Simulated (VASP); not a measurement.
Here is a VASP 6.6.1 calculation.

File INCAR:

```
SYSTEM = BeSe
ALGO = Normal ; EDIFF = 1E-7
EDIFFG = -0.02 ; ENCUT = 600
GGA = PS ; GGA_COMPAT = .FALSE.
IBRION = 2 ; ISIF = 3
ISMEAR = -1 ; LASPH = .TRUE.
LCHARG = .FALSE. ; LREAL = .FALSE.
LWAVE = .FALSE. ; NELM = 120
NELMIN = 4 ; NSW = 80
PREC = Accurate ; SIGMA = 0.01
```

Contents of KPOINTS:

```
k-points
0
G
  8 8 8
  0 0 0
```

POSCAR

```
BeSe
1.0
    0.0000000000      2.5350000000      2.5350000000
    2.5350000000      0.0000000000      2.5350000000
    2.5350000000      2.5350000000      0.0000000000
Be Se
1 1
Direct
    0.0000000000      0.0000000000      0.0000000000
    0.2500000000      0.2500000000      0.2500000000
```

Potentials or basis: VASP PAW PBE potentials, release 64 (Be, Se).

Launch:

```sh
$ cat potpaw_PBE.64/Be/POTCAR potpaw_PBE.64/Se/POTCAR > POTCAR
$ mpirun -np 1 vasp_std > vasp.out
```

Predict the relaxed cell.

a = 3.631 Å, b = 3.631 Å, c = 3.631 Å, α = 60.00°, β = 60.00°, γ = 60.00°.

Estimate the band gap on the k mesh.

2.46 eV (least direct gap 4.26 eV).

What does it give for the space group after relaxing (to 0.1 Å)?

F-43m (No. 216).

Final structure:
```yaml
crystal:
  lattice:
    - [0.00000, 2.56759, 2.56759]
    - [2.56759, 0.00000, 2.56759]
    - [2.56759, 2.56759, 0.00000]
  atoms:
    - { symbol: Be, position: [0.00000, 0.00000, 0.00000] }
    - { symbol: Se, position: [0.25000, 0.25000, 0.25000] }
```

 A k mesh can miss the band edges.
